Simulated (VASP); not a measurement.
# Nb (C2/m) in VASP: single point with LDA

Aim: the single point of Nb with LDA.

All numbers are computed with VASP 6.6.1; they aren't measurements. Logs are shortened: lines on timing, memory, paths and dates and some standing lists are left out, and cuts for length are marked.

### 1 The cell of the first run

It takes space group C2/m (No. 12, monoclinic). Conventional cell: a = 5.121 Å, b = 2.956 Å, c = 4.789 Å, α = 90.00°, β = 90.00°, γ = 90.00°. Within 3.6 Å of Nb (site symmetry m) lie 12 Nb at 2.76 to 3.09 Å.

### 2 Single point, LDA (shortest bond scaled by 0.94)

The input, INCAR:

```
SYSTEM = Nb
PREC = Accurate
ENCUT = 520
EDIFF = 1E-7
ISMEAR = -1
SIGMA = 0.05
LREAL = .False.
LASPH = .True.
NELM = 60
ALGO = Normal
ISIF = 2
LWAVE = .False.
LCHARG = .False.
NBANDS = 20
```

The input, KPOINTS:

```
Automatic mesh
0
Gamma
  12 12 6
  0 0 0
```

The input, POSCAR:

```
Nb
1.0
    2.9563926124      0.0000000000      0.0000000000
   -1.4781963062      2.5603111058      0.0000000000
    0.0000000000      0.0000000000      4.7893560320
Nb
2
Direct
    0.3133333333      0.6566666667      0.2350000000
    0.6866666667      0.3433333333      0.7650000000
```

Potentials or basis: VASP PAW LDA potentials, release 64 (Nb_sv).

Launch:

```bash
$ cat potpaw_LDA.64/Nb_sv/POTCAR > POTCAR
$ mpirun -np 1 vasp_std > vasp.out
```

OUTCAR:

```text
SYSTEM = Nb
   PREC = Accurate
   ENCUT = 520
   EDIFF = 1E-7
   ISMEAR = -1
   LREAL = .False.
   LASPH = .True.
   NELM = 60
   ISIF = 2

 ion  position               nearest neighbor table
   1  0.313  0.657  0.235-   2 2.76   2 2.86   2 2.86   2 3.00
   2  0.687  0.343  0.765-   1 2.76   1 2.86   1 2.86   1 3.00

  LATTYP: Found a hexagonal cell.
 ALAT       =     2.9563926124
 C/A-ratio  =     1.6200000000

  Lattice vectors:

 A1 = (   2.9563926124,   0.0000000000,   0.0000000000)
 A2 = (  -1.4781963062,   2.5603111058,   0.0000000000)
 A3 = (   0.0000000000,   0.0000000000,   4.7893560320)

Analysis of symmetry for initial positions (statically):
=====================================================================
 Subroutine PRICEL returns:
 Original cell was already a primitive cell.

 Routine SETGRP: Setting up the symmetry group for a
 hexagonal supercell.

 Subroutine GETGRP returns: Found  4 space group operations
 (whereof  4 operations were pure point group operations)
 out of a pool of 24 trial point group operations.

The static configuration has the point symmetry C_2h.

Analysis of symmetry for dynamics (positions and initial velocities):
=====================================================================
 Subroutine PRICEL returns:
 Original cell was already a primitive cell.

 Routine SETGRP: Setting up the symmetry group for a
 hexagonal supercell.

 Subroutine GETGRP returns: Found  4 space group operations
 (whereof  4 operations were pure point group operations)
 out of a pool of 24 trial point group operations.

The dynamic configuration has the point symmetry C_2h.

 Subroutine INISYM returns: Found  4 space group operations
 (whereof  4 operations are pure point group operations),
 and found     1 'primitive' translations

----------------------------------------------------------------------------------------

                                     Primitive cell

  volume of cell :      36.2520

  direct lattice vectors                    reciprocal lattice vectors
     2.956392612  0.000000000  0.000000000     0.338250067  0.195288767  0.000000000
    -1.478196306  2.560311106  0.000000000     0.000000000  0.390577535  0.000000000
     0.000000000  0.000000000  4.789356032     0.000000000  0.000000000  0.208796338

  length of vectors
     2.956392612  2.956392612  4.789356032     0.390577535  0.390577535  0.208796338

  position of ions in fractional coordinates (direct lattice)
     0.313333333  0.656666667  0.235000000
     0.686666667  0.343333333  0.765000000

  ion indices of the primitive-cell ions
   primitive index   ion index
                 1           1
                 2           2

----------------------------------------------------------------------------------------

 KPOINTS: Automatic mesh

Automatic generation of k-mesh.
 Grid dimensions read from file:
 generate k-points for:   12   12    6

 Generating k-lattice:

  Cartesian coordinates                     Fractional coordinates (reciprocal lattice)
     0.028187506  0.016274064  0.000000000     0.083333333  0.000000000  0.000000000
     0.000000000  0.032548128  0.000000000     0.000000000  0.083333333  0.000000000
     0.000000000  0.000000000  0.034799390     0.000000000  0.000000000  0.166666667

  Length of vectors
     0.032548128  0.032548128  0.034799390

  Shift w.r.t. Gamma in fractional coordinates (k-lattice)
     0.000000000  0.000000000  0.000000000

 Subroutine IBZKPT returns following result:
 ===========================================

 Found    242 irreducible k-points:

 Following reciprocal coordinates:
            Coordinates               Weight
  0.000000  0.000000  0.000000      1.000000
  0.083333  0.000000  0.000000      2.000000
  0.000000  0.083333  0.000000      4.000000
  0.166667  0.000000  0.000000      2.000000
  0.000000  0.166667  0.000000      4.000000
  0.250000  0.000000  0.000000      2.000000
[... 16 lines left out ...]
 -0.083333  0.416667  0.000000      4.000000
 -0.416667  0.333333  0.000000      4.000000
 [... further k-points ...]
   k-points           NKPTS =    242   k-points in BZ     NKDIM =    242   number of bands    NBANDS=     20
   number of dos      NEDOS =    301   number of ions     NIONS =      2
   total plane-waves  NPLWV =  20736
   dimension x,y,z NGX =    24 NGY =   24 NGZ =   36
   dimension x,y,z NGXF=    48 NGYF=   48 NGZF=   72
   ions per type =               2
   NGX,Y,Z   is equivalent  to a cutoff of  13.50, 13.50, 12.50 a.u.
   NGXF,Y,Z  is equivalent  to a cutoff of  26.99, 26.99, 24.99 a.u.
 SYSTEM =  Nb
   PREC   = accura    normal or accurate (medium, high low for compatibility)
   ISTART =      0    job   : 0-new  1-cont  2-samecut
   ICHARG =      2    charge: 1-file 2-atom 10-const
   ISPIN  =      1    spin polarized calculation?
   LNONCOLLINEAR =      F non collinear calculations
   LSORBIT =      F    spin-orbit coupling
   LASPH  =      T    aspherical Exc in radial PAW
   ENCUT  =  520.0 eV  38.22 Ry    6.18 a.u.   5.50  5.50  8.91*2*pi/ulx,y,z
   NELM   =     60;   NELMIN=  2; NELMDL= -5     # of ELM steps
   EDIFF  = 0.1E-06   stopping-criterion for ELM
   LREAL  =      F    real-space projection
   EDIFFG = 0.1E-05   stopping-criterion for IOM
   NSW    =      0    number of steps for IOM
   IBRION =     -1    ionic relax: 0-MD 1-quasi-New 2-CG
   NFREE  =      0    steps in history (QN), initial steepest desc. (CG)
   ISIF   =      2    stress and relaxation
   ISYM   =      2    0-nonsym 1-usesym 2-fastsym
   POTIM  = 0.5000    time-step for ionic-motion
   TEBEG  =    0.0;   TEEND  =   0.0 temperature during run
   PSTRESS=    0.0 pullay stress
   NELECT =      26.0000    total number of electrons
   NUPDOWN=      -1.0000    fix difference up-down
   EMIN   =  10.00;   EMAX   =-10.00  energy-range for DOS
   EFERMI =   0.00;   METHOD = LEGACY
   ISMEAR =    -1;   SIGMA  =   0.05  broadening in eV -4-tet -1-fermi 0-gaus
   EFERMI_NEDOS =   21; number of points for ismear=-14 and -15
   IALGO  =     38    algorithm
   IMIX   =      4    mixing-type and parameters
     AMIX     =   0.40;   BMIX     =  1.00
     AMIX_MAG =   1.60;   BMIX_MAG =  1.00
  volume/ion in A,a.u.               =      18.13       122.32
  Fermi-wavevector in a.u.,A,eV,Ry     =   1.465397  2.769199 29.216991  2.147388
  Thomas-Fermi vector in A             =   2.581259
   LORBIT       =      0    0 simple, 1 ext, 2 COOP (PROOUT), +10 PAW based schemes
   GGA     = CA    functional components
   LHFCALC =     F    Hartree Fock is set to
   AEXX    =    0.0000 exact exchange contribution
   IVDW    =     0    specifies the selected vdW correction
   LEPSILON=     F    determine dielectric tensor
   LRPA    =     F    only Hartree local field effects (RPA)
 non-spin polarized calculation
  energy-cutoff  :      520.00
  volume of cell :       36.25
 maximum number of plane-waves:      1002
 NGX is ok and might be reduce to    24
   NGX = 11   NGY = 11   NGZ = 17

 number of electron      26.0000001 magnetization

 Free energy of the ion-electron system (eV)
  ---------------------------------------------------
  ext. energy  EPLUGINS =         0.00000000
  ---------------------------------------------------
  free energy    TOTEN  =       -21.63072235 eV

  energy without entropy =      -21.60493328  energy(sigma->0) =      -21.61782782

 E-fermi :  11.2949     XC(G=0): -12.6673

 val. band max:       11.2940409239   @ k =   0.0833   0.5000   0.3333
 cond. band min:      11.2986816328   @ k =  -0.4167  -0.0833   0.3333
 fundamental gap:      0.0046407089
 Fermi energy:        11.2949388769

 k-point     1 :       0.0000    0.0000    0.0000
  band No.  band energies     occupation
      1     -43.1515      2.00000
      2     -42.8877      2.00000
      3     -19.9954      2.00000
      4     -18.8415      2.00000
      5     -18.8042      2.00000
      6     -18.6510      2.00000
[... 12 lines left out ...]
     19      15.2130      0.00000
     20      15.8850      0.00000

 k-point     2 :       0.0833    0.0000    0.0000
  band No.  band energies     occupation
      1     -43.1375      2.00000
      2     -42.8822      2.00000
      3     -19.9648      2.00000
      4     -18.9155      2.00000
      5     -18.8298      2.00000
      6     -18.6708      2.00000
[... 12 lines left out ...]
     19      15.4007      0.00000
     20      16.7364      0.00000

 k-point     3 :       0.0000    0.0833    0.0000
  band No.  band energies     occupation
      1     -43.1381      2.00000
      2     -42.8816      2.00000
      3     -19.9674      2.00000
      4     -18.8962      2.00000
      5     -18.8478      2.00000
      6     -18.7129      2.00000
[... 12 lines left out ...]
     19      15.7168      0.00000
     20      16.4593      0.00000

 k-point     4 :       0.1667    0.0000    0.0000
  band No.  band energies     occupation
      1     -43.0983      2.00000
      2     -42.8679      2.00000
      3     -19.8778      2.00000
      4     -19.1092      2.00000
      5     -18.8951      2.00000
      6     -18.8650      2.00000
[... 12 lines left out ...]
     19      15.7540      0.00000
     20      18.3274      0.00000

 k-point     5 :       0.0000    0.1667    0.0000
  band No.  band energies     occupation
      1     -43.1008      2.00000
      2     -42.8654      2.00000
      3     -19.8883      2.00000
      4     -19.0933      2.00000
      5     -18.9104      2.00000
      6     -18.8941      2.00000
[... 12 lines left out ...]
     19      16.0165      0.00000
     20      18.0186      0.00000
[... 353 lines left out ...]
      6     -19.0277      2.00000
[... 12 lines left out ...]
     19      16.0614      0.00000
     20      20.7724      0.00000

 k-point    22 :       0.3333    0.0833    0.0000
  band No.  band energies     occupation
      1     -42.9436      2.00000
      2     -42.8375      2.00000
      3     -19.7257      2.00000
      4     -19.5865      2.00000
      5     -19.3355      2.00000
      6     -19.1095      2.00000
[... 12 lines left out ...]
     19      16.2319      0.00000
     20      20.9918      0.00000

 k-point    23 :      -0.0833    0.4167    0.0000
  band No.  band energies     occupation
      1     -42.9607      2.00000
      2     -42.8204      2.00000
      3     -19.7282      2.00000
      4     -19.6193      2.00000
      5     -19.3872      2.00000
      6     -19.1129      2.00000
[... 12 lines left out ...]
     19      16.3214      0.00000
     20      20.8429      0.00000

 k-point    24 :      -0.4167    0.3333    0.0000
  band No.  band energies     occupation
      1     -42.9575      2.00000
      2     -42.8236      2.00000
      3     -19.7267      2.00000
      4     -19.6197      2.00000
      5     -19.3667      2.00000
      6     -19.1193      2.00000
[... 12 lines left out ...]
     19      16.2082      0.00000
     20      20.8693      0.00000

 [... further k-points ...]

------------------------ aborting loop because EDIFF is reached ----------------------------------------

  FORCE on cell =-STRESS in cart. coord.  units (eV):
  Direction    XX          YY          ZZ          XY          YZ          ZX
  --------------------------------------------------------------------------------------
  -------------------------------------------------------------------------------------
  Total       -0.9797527     -1.3971336      0.1010539      0.3614624     -0.1665619     -0.2884938
  in kB      -43.3007176    -61.7470961      4.4661347     15.9750324     -7.3612978    -12.7501421
  external PRESSURE =     -33.5272263 kB  Pullay stress =       0.0000000 kB

 VOLUME and BASIS-vectors are now :
 -----------------------------------------------------------------------------
  energy-cutoff  :      520.00
  volume of cell :       36.25
      direct lattice vectors                 reciprocal lattice vectors
     2.956392612  0.000000000  0.000000000     0.338250067  0.195288767  0.000000000
    -1.478196306  2.560311106  0.000000000     0.000000000  0.390577535  0.000000000
     0.000000000  0.000000000  4.789356032     0.000000000  0.000000000  0.208796338

 POSITION                                       TOTAL-FORCE (eV/Angst)
 -----------------------------------------------------------------------------------
     -0.04435      1.68127      1.12550        -0.223494     -0.129034      1.486033
      1.52254      0.87904      3.66386         0.223494      0.129034     -1.486033
 -----------------------------------------------------------------------------------
    total drift:                                0.000000     -0.000000     -0.000000

  FREE ENERGIE OF THE ION-ELECTRON SYSTEM (eV)
  ---------------------------------------------------
  free  energy   TOTEN  =       -21.6307223543 eV

  energy  without entropy=      -21.6049332767  energy(sigma->0) =      -21.61782782
```

Wall time 1.8 min (1 thread of Intel Xeon Platinum 8259CL at 2.50GHz (Skylake/Cascade Lake), shared host); peak memory 0.24 GiB.

Results:

```yaml
Free_energy: -21.6307 eV
Pressure: -3.4 GPa
Largest_force: 1.508 eV/Å
Band_gap_on_the_k_mesh: zero (band 13 reaches 12.56 eV, above the bottom of band 14 at 10.70 eV)
```

Forces in eV/Å, atoms in the order of the input:
```
Nb  -0.223 -0.129  1.486
Nb   0.223  0.129 -1.486
```

Stress tensor (GPa, compression positive):
```
-4.33  1.60 -1.28
 1.60 -6.17 -0.74
-1.28 -0.74  0.45
```

Caveat: the cell differs from its parent crystal (shortest bond scaled by 0.94); forces of over 1 eV/Å act on the atoms, so gaps and moduli don't describe the material at rest.
